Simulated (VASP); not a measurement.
Al4N3:

```
Al N
1.0
     4.46000    0.00000    0.00000
     0.00000    4.46000    0.00000
     0.00000    0.00000    4.46000
Al N
4 3
Direct
  0.75500 0.75500 0.24500
  0.24500 0.24500 0.24500
  0.75500 0.24500 0.75500
  0.24500 0.75500 0.75500
  0.50000 0.00000 0.50000
  0.00000 0.50000 0.50000
  0.50000 0.50000 0.00000
```

```yaml
Program: VASP 6.6.1
Task: relaxation of cell and atoms
Functional: PBE
Potentials_or_basis: VASP PAW PBE potentials, release 64 (Al, N)
Cutoff: 600 eV
k_mesh: 4 × 4 × 4
Occupations: gaussian, width 0.2 eV
Spin: no spin polarisation
```

At the start: pressure -8.1 GPa; volume 12.67 Å³/atom.

Question: How do energy, volume and symmetry change on relaxing?

Answer: Over 3 steps the energy falls by 19.8 meV/atom and the volume is 12.02 Å³/atom (-5.2 %); space group P-43m (No. 215, to 0.05 Å).

The path:
```
step  energy change (eV)  largest force (eV/Å)  pressure (GPa)  volume (Å³)
   1              0.0000                0.5410           -8.11        88.72
   2             -0.0513                0.5954            7.34        80.73
   3             -0.1387                0.0685           -0.19        84.12
```

Final structure:
```cif
data_structure
_symmetry_space_group_name_H-M 'P 1'
_symmetry_Int_Tables_number 1
_cell_length_a 4.3816
_cell_length_b 4.3816
_cell_length_c 4.3816
_cell_angle_alpha 90.000
_cell_angle_beta 90.000
_cell_angle_gamma 90.000
_cell_volume 84.12
loop_
_atom_site_label
_atom_site_type_symbol
_atom_site_fract_x
_atom_site_fract_y
_atom_site_fract_z
_atom_site_occupancy
Al1 Al 0.75313 0.75313 0.24687 1
Al2 Al 0.24687 0.24687 0.24687 1
Al3 Al 0.75313 0.24687 0.75313 1
Al4 Al 0.24687 0.75313 0.75313 1
N1 N 0.50000 0.00000 0.50000 1
N2 N 0.00000 0.50000 0.50000 1
N3 N 0.50000 0.50000 0.00000 1
```

Caveat: the relaxation stopped at a loose force limit of 0.08 eV/Å, so its end isn't a converged minimum.
